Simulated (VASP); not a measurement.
# HfNiS4: single point with PBE

Crystal: HfNiS4.

```
Hf Ni S
1.0
     0.00000    3.61654    3.61654
     3.61654    0.00000    3.61654
     3.61654    3.61654    0.00000
Hf Ni S
1 1 4
Direct
  0.75000 0.75000 0.75000
  0.00000 0.00000 0.00000
  0.37465 0.37465 0.87606
  0.87606 0.37465 0.37465
  0.37465 0.37465 0.37465
  0.37465 0.87606 0.37465
```

The cell was generated, and may not be a known phase.

```yaml
Program: VASP 6.6.1
Task: single point
Functional: PBE
Potentials_or_basis: VASP PAW PBE potentials, release 64 (Hf_pv, Ni, S)
Cutoff: 520 eV
k_mesh: 10 × 10 × 10
Occupations: gaussian, width 0.1 eV
Spin: collinear spin, ferromagnetic start
Starting_moments: "[0.0, 0.17, 0.0, 0.0, 0.0, 0.0] μB"
Dipole_correction: no
Further_INCAR_settings: ALGO = Normal; EDIFF = 1e-06; NBANDS = 35
```

```json
{
  "Pressure": "-0.4 GPa",
  "Largest force": "0.007 eV/Å",
  "Band gap on the k mesh": "zero (filled and empty bands overlap)",
  "Net moment": "0.00 μB per cell",
  "Valence electrons inside the program's atomic spheres": "Hf 7.83; Ni 8.98; S 3.54"
}
```

Forces in eV/Å, atoms in the order of the input:
```
Hf   0.000  0.000  0.000
Ni   0.000  0.000  0.000
S   -0.004 -0.004  0.004
S    0.004 -0.004 -0.004
S    0.004  0.004  0.004
S   -0.004  0.004 -0.004
```

Levels at points of the mesh, in eV from the Fermi level:
Spin up:
| k point | band 18 | band 19 | band 20 | band 21 | band 22 | band 23 | band 24 | band 25 | band 26 | band 27 |
| --- | --- | --- | --- | --- | --- | --- | --- | --- | --- | --- |
| (0.00, 0.00, 0.00) | -0.52 | -0.52 | 1.04 | 1.04 | 1.04 | 1.11 | 1.11 | 1.11 | 2.52 | 2.52 |
| (0.50, 0.00, 0.00) | -0.85 | -0.85 | -0.62 | -0.62 | -0.57 | 0.96 | 0.96 | 1.14 | 1.59 | 2.45 |
| (0.50, 0.50, 0.00) | -1.25 | -1.25 | -0.80 | -0.74 | -0.25 | 0.81 | 0.81 | 1.11 | 1.41 | 2.34 |
Spin down:
```
           k point  band 18  band 19  band 20  band 21  band 22  band 23  band 24  band 25  band 26  band 27
(0.00, 0.00, 0.00)    -0.52    -0.52     1.04     1.04     1.04     1.11     1.11     1.11     2.52     2.52
(0.50, 0.00, 0.00)    -0.85    -0.85    -0.62    -0.62    -0.57     0.96     0.96     1.14     1.59     2.45
(0.50, 0.50, 0.00)    -1.25    -1.25    -0.80    -0.74    -0.25     0.81     0.81     1.11     1.41     2.34
```

It took 13 min on 1 thread of Intel Xeon 8259CL, with other jobs on the host, peak memory 0.45 GiB.

Caveat: spin-orbit coupling is left out, which moves the levels of the heavy elements. With open d or f shells a metallic result of PBE can be an artefact of self-interaction; +U or a hybrid may open a gap.
